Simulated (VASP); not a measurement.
# Pd (Fd-3m) in VASP: further runs

The runs below take Pd through single point, with PBEsol.

Program: VASP 6.6.1. These are calculated values, not measurements. Logs are shortened: lines on timing, memory, paths and dates and some standing lists are left out, and cuts for length are marked.

## 1. The cell of the first run

It takes space group Fd-3m (No. 227, cubic). Conventional cell: a = 5.531 Å, b = 5.531 Å, c = 5.531 Å, α = 90.00°, β = 90.00°, γ = 90.00°. Within 3.2 Å of Pd (site symmetry -43m) lie 4 Pd at 2.40 Å.

This isn't the form of Pd at room conditions, which is fcc.

## 2. Single point, PBEsol, collinear spin (21.15 Å³/atom)

The input, INCAR:

```
SYSTEM = Pd
PREC = Accurate
ENCUT = 520
EDIFF = 1E-6
ISMEAR = -1
SIGMA = 0.05
LREAL = .FALSE.
LASPH = .TRUE.
NELM = 150
ALGO = Normal
ISIF = 2
LWAVE = .FALSE.
LCHARG = .TRUE.
ISPIN = 2
MAGMOM = -0.467 -0.467
LORBIT = 11
LMAXMIX = 4
GGA = PS
LELF = .TRUE.
LVHAR = .TRUE.
NBANDS = 21
```

The input, KPOINTS:

```
Automatic mesh
0
G
  11 11 11
  0 0 0
```

The input, POSCAR:

```
Pd
1.0
    0.0000000000      2.7656469712      2.7656469712
    2.7656469712      0.0000000000      2.7656469712
    2.7656469712      2.7656469712      0.0000000000
Pd
2
Direct
    0.1250000000      0.1250000000      0.1250000000
    0.8750000000      0.8750000000      0.8750000000
```

Potentials or basis: VASP PAW PBE potentials, release 64 (Pd).

Command:

```console
cat potpaw_PBE.64/Pd/POTCAR > POTCAR
mpirun -np 1 vasp_std > vasp.out
```

OUTCAR:

```text
SYSTEM = Pd
   PREC = Accurate
   ENCUT = 520
   EDIFF = 1E-6
   ISMEAR = -1
   LREAL = .FALSE.
   LASPH = .TRUE.
   NELM = 150
   ISIF = 2
   ISPIN = 2
   LORBIT = 11
   GGA = PS

 ion  position               nearest neighbor table
   1  0.125  0.125  0.125-   2 2.40   2 2.40   2 2.40   2 2.40
   2  0.875  0.875  0.875-   1 2.40   1 2.40   1 2.40   1 2.40

  LATTYP: Found a face centered cubic cell.
 ALAT       =     5.5312939424

  Lattice vectors:

 A1 = (   0.0000000000,   2.7656469712,   2.7656469712)
 A2 = (   2.7656469712,   0.0000000000,   2.7656469712)
 A3 = (   2.7656469712,   2.7656469712,   0.0000000000)

Analysis of symmetry for initial positions (statically):
=====================================================================
 Subroutine PRICEL returns:
 Original cell was already a primitive cell.

 Routine SETGRP: Setting up the symmetry group for a
 face centered cubic supercell.

 Subroutine GETGRP returns: Found 48 space group operations
 (whereof 12 operations were pure point group operations)
 out of a pool of 48 trial point group operations.

The static configuration has the point symmetry D_3d.
 The point group associated with its full space group is O_h .

Analysis of symmetry for dynamics (positions and initial velocities):
=====================================================================
 Subroutine PRICEL returns:
 Original cell was already a primitive cell.

 Routine SETGRP: Setting up the symmetry group for a
 face centered cubic supercell.

 Subroutine GETGRP returns: Found 48 space group operations
 (whereof 12 operations were pure point group operations)
 out of a pool of 48 trial point group operations.

The dynamic configuration has the point symmetry D_3d.
 The point group associated with its full space group is O_h .

Analysis of structural, dynamic, and magnetic symmetry:
=====================================================================
 Subroutine PRICEL returns:
 Original cell was already a primitive cell.

 Routine SETGRP: Setting up the symmetry group for a
 face centered cubic supercell.

 Subroutine GETGRP returns: Found 48 space group operations
 (whereof 12 operations were pure point group operations)
 out of a pool of 48 trial point group operations.

The overall configuration has the point symmetry D_3d.
 The point group associated with its full space group is O_h .

 Subroutine INISYM returns: Found 48 space group operations
 (whereof 12 operations are pure point group operations),
 and found     1 'primitive' translations

[... 109 lines left out ...]
   ISMEAR =    -1;   SIGMA  =   0.05  broadening in eV -4-tet -1-fermi 0-gaus
   EFERMI_NEDOS =   21; number of points for ismear=-14 and -15
   IALGO  =     38    algorithm
   IMIX   =      4    mixing-type and parameters
     AMIX     =   0.40;   BMIX     =  1.00
     AMIX_MAG =   1.60;   BMIX_MAG =  1.00
  volume/ion in A,a.u.               =      21.15       142.75
  Fermi-wavevector in a.u.,A,eV,Ry     =   1.275297  2.409962 22.128285  1.626383
  Thomas-Fermi vector in A             =   2.408017
   LORBIT       =     11    0 simple, 1 ext, 2 COOP (PROOUT), +10 PAW based schemes
   GGA     = PS    functional components
   LHFCALC =     F    Hartree Fock is set to
   AEXX    =    0.0000 exact exchange contribution
   IVDW    =     0    specifies the selected vdW correction
   LEPSILON=     F    determine dielectric tensor
   LRPA    =     F    only Hartree local field effects (RPA)
 spin polarized calculation
  energy-cutoff  :      520.00
  volume of cell :       42.31
 maximum number of plane-waves:      1159
 NGX is ok and might be reduce to    30
   NGX = 15   NGY = 15   NGZ = 15

 number of electron      20.0000001 magnetization      -0.9867675

 Free energy of the ion-electron system (eV)
  ---------------------------------------------------
  ext. energy  EPLUGINS =         0.00000000
  ---------------------------------------------------
  free energy    TOTEN  =        -9.19422469 eV

  energy without entropy =       -9.16302676  energy(sigma->0) =       -9.17862573

 E-fermi :   5.3474     XC(G=0): -10.9376

 val. band max:        5.3457040289   @ k =   0.1818   0.0000   0.0000
 cond. band min:       5.3515392470   @ k =   0.0000   0.0000   0.0000
 fundamental gap:      0.0058352182
 Fermi energy:         5.3474125949

 spin component 1

 k-point     1 :       0.0000    0.0000    0.0000
  band No.  band energies     occupation
      1       0.0269      1.00000
      2       1.3827      1.00000
      3       1.3827      1.00000
      4       1.6042      1.00000
      5       1.6042      1.00000
      6       1.6042      1.00000
[... 565 lines left out ...]
     20      22.6236      0.00000
     21      25.2067      0.00000

 [... further k-points ...]

 spin component 2

 k-point     1 :       0.0000    0.0000    0.0000
  band No.  band energies     occupation
      1      -0.0384      1.00000
      2       1.0930      1.00000
      3       1.0930      1.00000
      4       1.2930      1.00000
      5       1.2930      1.00000
      6       1.2930      1.00000
[... 565 lines left out ...]
     20      22.5331      0.00000
     21      25.1131      0.00000

 [... further k-points ...]
[... 5 lines left out ...]
  --------------------------------------------------------------------------------------
  -------------------------------------------------------------------------------------
  Total        2.0903800      2.0903800      2.0903800      0.0000000     -0.0000000      0.0000000
  in kB       79.1617877     79.1617877     79.1617877      0.0000000     -0.0000000      0.0000000
  external PRESSURE =      79.1617877 kB  Pullay stress =       0.0000000 kB

 VOLUME and BASIS-vectors are now :
 -----------------------------------------------------------------------------
  energy-cutoff  :      520.00
  volume of cell :       42.31
      direct lattice vectors                 reciprocal lattice vectors
     0.000000000  2.765646971  2.765646971    -0.180789524  0.180789524  0.180789524
     2.765646971  0.000000000  2.765646971     0.180789524 -0.180789524  0.180789524
     2.765646971  2.765646971  0.000000000     0.180789524  0.180789524 -0.180789524

 POSITION                                       TOTAL-FORCE (eV/Angst)
 -----------------------------------------------------------------------------------
      0.69141      0.69141      0.69141         0.000000      0.000000      0.000000
      4.83988      4.83988      4.83988        -0.000000     -0.000000     -0.000000
 -----------------------------------------------------------------------------------
    total drift:                               -0.000000      0.000000      0.000000

  FREE ENERGIE OF THE ION-ELECTRON SYSTEM (eV)
  ---------------------------------------------------
  free  energy   TOTEN  =        -9.1942246930 eV

  energy  without entropy=       -9.1630267644  energy(sigma->0) =       -9.17862573

 total charge

# of ion       s       p       d       tot
------------------------------------------
    1        0.550   0.406   8.533   9.489
    2        0.550   0.406   8.533   9.489
--------------------------------------------------
tot          1.101   0.812  17.066  18.978

 magnetization (x)

# of ion       s       p       d       tot
------------------------------------------
    1        0.005  -0.001  -0.482  -0.478
    2        0.005  -0.001  -0.482  -0.478
--------------------------------------------------
tot          0.010  -0.003  -0.963  -0.956
```

OSZICAR:

```text
N       E                     dE             d eps       ncg     rms          rms(c)
DAV:   1     0.108637296563E+03    0.10864E+03   -0.93358E+03  4704   0.864E+02
DAV:   2    -0.702679044350E+01   -0.11566E+03   -0.10655E+03  5259   0.209E+02
DAV:   3    -0.956517099708E+01   -0.25384E+01   -0.25175E+01  5584   0.329E+01
DAV:   4    -0.958932857826E+01   -0.24158E-01   -0.24153E-01  5524   0.309E+00
DAV:   5    -0.958988273974E+01   -0.55416E-03   -0.55416E-03  5653   0.523E-01    0.105E+01
DAV:   6    -0.922769566227E+01    0.36219E+00   -0.12003E+00  5337   0.823E+00    0.584E+00
DAV:   7    -0.920369354680E+01    0.24002E-01   -0.28721E-02  5401   0.126E+00    0.325E+00
DAV:   8    -0.919410619913E+01    0.95873E-02   -0.56643E-03  5890   0.477E-01    0.657E-01
DAV:   9    -0.919419445927E+01   -0.88260E-04   -0.20109E-04  5547   0.764E-02    0.721E-02
DAV:  10    -0.919422147546E+01   -0.27016E-04   -0.20617E-05  5499   0.260E-02    0.317E-02
DAV:  11    -0.919422417223E+01   -0.26968E-05   -0.91473E-06  5371   0.189E-02    0.111E-02
DAV:  12    -0.919422469298E+01   -0.52074E-06   -0.50147E-07  2965   0.543E-03
   1 F= -.91942247E+01 E0= -.91786257E+01  d E =-.311979E-01  mag=    -0.9886
```

stdout:

```text
POSCAR found type information on POSCAR Pd
 POSCAR found :  1 types and       2 ions
 scaLAPACK will be used
 -----------------------------------------------------------------------------
|                                                                             |
|                                                                             |
|     You enforced a specific xc type in the INCAR file but a different       |
|     I HOPE YOU KNOW WHAT YOU ARE DOING!                                     |
|                                                                             |
 -----------------------------------------------------------------------------

 LDA part: xc-table for (Slater+PW92), standard interpolation
 POSCAR, INCAR and KPOINTS ok, starting setup
 FFT: planning ... GRIDC
 FFT: planning ... GRID_SOFT
 FFT: planning ... GRID
 WAVECAR not read
 entering main loop
```

Run time: 85 s. Hardware: 1 thread of Intel Xeon Platinum 8259CL at 2.50GHz (Skylake/Cascade Lake), shared host; peak memory 0.23 GiB.

What came out:

```yaml
Free_energy: -9.1942 eV
Pressure: 7.9 GPa
Net_moment: -0.99 μB per cell
Site_moments: Pd -0.48 μB
Valence_electrons_inside_the_program's_atomic_spheres: Pd 9.49
```

Caveat: the cell stands under pressure; the PAW data sets were made with another functional, which shifts forces and pressure a little.

## 3. Single point, PBEsol, collinear spin (22.07 Å³/atom)

This run uses another cell than the first one, of 22.07 Å³/atom.

The input, INCAR:

```
SYSTEM = Pd
ALGO = Normal
EDIFF = 1E-6
ENCUT = 520
GGA = PS
ISIF = 2
ISMEAR = -1
ISPIN = 2
LASPH = .TRUE.
LCHARG = .FALSE.
LMAXMIX = 4
LORBIT = 11
LREAL = .FALSE.
LWAVE = .FALSE.
MAGMOM = -0.467 -0.467
NBANDS = 21
NELM = 150
PREC = Accurate
SIGMA = 0.05
```

The input, KPOINTS:

```
k-points
0
G
  11 11 11
  0 0 0
```

The input, POSCAR:

```
Pd
1.0
    0.0000000000      2.8051615523      2.8051615523
    2.8051615523      0.0000000000      2.8051615523
    2.8051615523      2.8051615523      0.0000000000
Pd
2
Direct
    0.1250000000      0.1250000000      0.1250000000
    0.8750000000      0.8750000000      0.8750000000
```

Potentials or basis: VASP PAW PBE potentials, release 64 (Pd).

Command:

```console
cat potpaw_PBE.64/Pd/POTCAR > POTCAR
mpirun -np 1 vasp_std > vasp.out
```

OUTCAR:

```text
SYSTEM = Pd
   EDIFF = 1E-6
   ENCUT = 520
   GGA = PS
   ISIF = 2
   ISMEAR = -1
   ISPIN = 2
   LASPH = .TRUE.
   LORBIT = 11
   LREAL = .FALSE.
   NELM = 150
   PREC = Accurate

 ion  position               nearest neighbor table
   1  0.125  0.125  0.125-   2 2.43   2 2.43   2 2.43   2 2.43
   2  0.875  0.875  0.875-   1 2.43   1 2.43   1 2.43   1 2.43

  LATTYP: Found a face centered cubic cell.
 ALAT       =     5.6103231046

  Lattice vectors:

 A1 = (   0.0000000000,   2.8051615523,   2.8051615523)
 A2 = (   2.8051615523,   0.0000000000,   2.8051615523)
 A3 = (   2.8051615523,   2.8051615523,   0.0000000000)

Analysis of symmetry for initial positions (statically):
=====================================================================
 Subroutine PRICEL returns:
 Original cell was already a primitive cell.

 Routine SETGRP: Setting up the symmetry group for a
 face centered cubic supercell.

 Subroutine GETGRP returns: Found 48 space group operations
 (whereof 12 operations were pure point group operations)
 out of a pool of 48 trial point group operations.

The static configuration has the point symmetry D_3d.
[... 769 lines left out ...]
      1      -0.2942      1.00000
      2       0.8398      1.00000
      3       0.8398      1.00000
      4       1.0033      1.00000
      5       1.0033      1.00000
      6       1.0033      1.00000
[... 565 lines left out ...]
     20      21.6477      0.00000
     21      24.1688      0.00000

 [... further k-points ...]
[... 5 lines left out ...]
  --------------------------------------------------------------------------------------
  -------------------------------------------------------------------------------------
  Total        0.8665069      0.8665069      0.8665069     -0.0000000     -0.0000000      0.0000000
  in kB       31.4469827     31.4469827     31.4469827     -0.0000000     -0.0000000      0.0000000
  external PRESSURE =      31.4469827 kB  Pullay stress =       0.0000000 kB

 VOLUME and BASIS-vectors are now :
 -----------------------------------------------------------------------------
  energy-cutoff  :      520.00
  volume of cell :       44.15
      direct lattice vectors                 reciprocal lattice vectors
     0.000000000  2.805161552  2.805161552    -0.178242854  0.178242854  0.178242854
     2.805161552  0.000000000  2.805161552     0.178242854 -0.178242854  0.178242854
     2.805161552  2.805161552  0.000000000     0.178242854  0.178242854 -0.178242854

 POSITION                                       TOTAL-FORCE (eV/Angst)
 -----------------------------------------------------------------------------------
      0.70129      0.70129      0.70129        -0.000000     -0.000000     -0.000000
      4.90903      4.90903      4.90903         0.000000      0.000000      0.000000
 -----------------------------------------------------------------------------------
    total drift:                               -0.000000      0.000000      0.000000

  FREE ENERGIE OF THE ION-ELECTRON SYSTEM (eV)
  ---------------------------------------------------
  free  energy   TOTEN  =        -9.2573482198 eV

  energy  without entropy=       -9.2244301400  energy(sigma->0) =       -9.24088918

 total charge

# of ion       s       p       d       tot
------------------------------------------
    1        0.530   0.371   8.516   9.417
    2        0.530   0.371   8.516   9.417
--------------------------------------------------
tot          1.060   0.742  17.032  18.835

 magnetization (x)

# of ion       s       p       d       tot
------------------------------------------
    1        0.005  -0.001  -0.488  -0.485
    2        0.005  -0.001  -0.488  -0.485
--------------------------------------------------
tot          0.009  -0.002  -0.977  -0.970
```

stdout:

```text
POSCAR found type information on POSCAR Pd
 POSCAR found :  1 types and       2 ions
 scaLAPACK will be used
 -----------------------------------------------------------------------------
|                                                                             |
|                                                                             |
|     You enforced a specific xc type in the INCAR file but a different       |
|     I HOPE YOU KNOW WHAT YOU ARE DOING!                                     |
|                                                                             |
 -----------------------------------------------------------------------------

 LDA part: xc-table for (Slater+PW92), standard interpolation
 POSCAR, INCAR and KPOINTS ok, starting setup
 FFT: planning ... GRIDC
 FFT: planning ... GRID_SOFT
 FFT: planning ... GRID
 WAVECAR not read
 entering main loop
```

Wall time 81 s (1 thread of Intel Xeon Platinum 8259CL at 2.50GHz (Skylake/Cascade Lake), shared host); peak memory 0.23 GiB.

What came out:

```
Free energy                                           : -9.2573 eV
Pressure                                              : 3.1 GPa
Net moment                                            : -1.00 μB per cell
Site moments                                          : Pd -0.48 μB
Valence electrons inside the program's atomic spheres : Pd 9.42
```

Caveat: the cell stands under pressure; the PAW data sets were made with another functional, which shifts forces and pressure a little.

## 4. Single point, PBEsol, collinear spin (22.99 Å³/atom)

This run uses another cell than the first one, of 22.99 Å³/atom.

The input, INCAR:

```
SYSTEM = Pd
PREC     = Accurate       ! precision mode
ENCUT    = 520            ! plane-wave cutoff, eV
EDIFF    = 1E-7           ! SCF threshold, eV
ISMEAR   = -1             ! smearing method
SIGMA    = 0.05           ! smearing width, eV
LREAL    = .FALSE.        ! projectors in reciprocal space
LASPH    = .TRUE.         ! aspherical terms in the spheres
NELM     = 150            ! most SCF steps
ALGO     = Normal         ! electronic algorithm
ISIF     = 2              ! what is computed and relaxed
LWAVE    = .FALSE.        ! write WAVECAR
LCHARG   = .FALSE.        ! write CHGCAR
ISPIN    = 2              ! spin polarisation
MAGMOM   = -0.467 -0.467  ! initial moments
LORBIT   = 11             ! projections on sites
LMAXMIX  = 4              ! l up to which the mixer works
GGA      = PS             ! functional
NBANDS   = 21             ! bands
```

The input, KPOINTS:

```
Automatic mesh
0
G
  11 11 11
  0 0 0
```

The input, POSCAR:

```
Pd
1.0
    0.0000000000      2.8435931986      2.8435931986
    2.8435931986      0.0000000000      2.8435931986
    2.8435931986      2.8435931986      0.0000000000
Pd
2
Direct
    0.1250000000      0.1250000000      0.1250000000
    0.8750000000      0.8750000000      0.8750000000
```

Command:

```console
cat potpaw_PBE.64/Pd/POTCAR > POTCAR
mpirun -np 1 vasp_std > vasp.out
```

Run time: 96 s. Hardware: 1 thread of Intel Xeon Platinum 8259CL at 2.50GHz (Skylake/Cascade Lake), shared host; peak memory 0.23 GiB.

The run converged. Its results:

```yaml
Free_energy: -9.2724 eV
Pressure: -0.5 GPa
Net_moment: -0.99 μB per cell
Site_moments: Pd -0.48 μB
Valence_electrons_inside_the_program's_atomic_spheres: Pd 9.36
```

Levels at points of the mesh, in eV from the Fermi level:
Spin up:
```
           k point  band 6  band 7  band 8  band 9  band 10  band 11  band 12  band 13  band 14  band 15
(0.00, 0.00, 0.00)   -3.34   -1.30   -1.30   -1.30    -0.02    -0.02    12.01    12.01    12.01    12.45
```
Spin down:
```tsv
k point	band 9	band 10	band 11	band 12	band 13	band 14
(0.00, 0.00, 0.00)	-1.65	-0.38	-0.38	11.90	11.90	11.90
```

Caveat: the PAW data sets were made with another functional, which shifts forces and pressure a little.

(Part 1 of 2 ends here.)
